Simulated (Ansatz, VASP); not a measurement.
# Two plane-wave programs on NaF

INCAR

```
SYSTEM = NaF
ALGO = Normal ; EDIFF = 1E-6
ENCUT = 520 ; GGA = PS
ISIF = 2 ; ISMEAR = 0
LASPH = .TRUE. ; LCHARG = .FALSE.
LREAL = .FALSE. ; LWAVE = .FALSE.
NBANDS = 14 ; NELM = 80
PREC = Accurate ; SIGMA = 0.02
```

File KPOINTS:

```
k-points
0
G
  8 8 8
  0 0 0
```

File POSCAR:

```
NaF
1.0
    0.0000000000      2.3200000000      2.3200000000
    2.3200000000      0.0000000000      2.3200000000
    2.3200000000      2.3200000000      0.0000000000
Na F
1 1
Direct
    0.0000000000      0.0000000000      0.0000000000
    0.5000000000      0.5000000000      0.5000000000
```

Input for Ansatz:

```yaml
crystal:
  lattice:
    - [0.0, 2.32, 2.32]
    - [2.32, 0.0, 2.32]
    - [2.32, 2.32, 0.0]
  atoms:
    - { symbol: Na, position: [0.0, 0.0, 0.0] }
    - { symbol: F, position: [0.5, 0.5, 0.5] }
basis:
  ecutwfc: 420
kpoints:
  mp_grid: { grid: [8, 8, 8] }
hamiltonian:
  xc: pbesol
scf:
  occupations: { method: gaussian, width: 0.02 }
output:
  forces: true
  stress: true
  eigenvalues: true
  populations: true
```

Alike in both runs: task single point; functional PBEsol; k mesh 8 × 8 × 8; occupations gaussian, width 0.02 eV; no spin polarisation.

|  | VASP | Ansatz |
| --- | --- | --- |
| version | VASP 6.6.1 | Ansatz 0.2.0 |
| potentials or method | VASP PAW PBE potentials, release 64 (Na_pv, F), cutoff 520 eV | scalar-relativistic, plane waves, PAW |
| valence electrons in the cell | 14 | 16 |

Ansatz gave:

| Item | Value |
| --- | --- |
| gap on the k mesh at the Fermi level (eV) | 6.16 |
| least direct gap on the mesh (eV) | 6.16 |
| pressure (GPa) | -0.3 |

**Question.** What did VASP give for the same quantities?

**Answer.** gap on the k mesh at the Fermi level (eV): 6.14; least direct gap on the mesh (eV): 6.14; pressure (GPa): -0.4.

VASP's potentials were made for PBE, not for PBEsol. The functional is the same, so the differences come from potentials, cutoffs and numerics. VASP's potentials hold 14 valence electrons a cell and Ansatz's 16, so a difference there can come from the potentials and not from the codes.
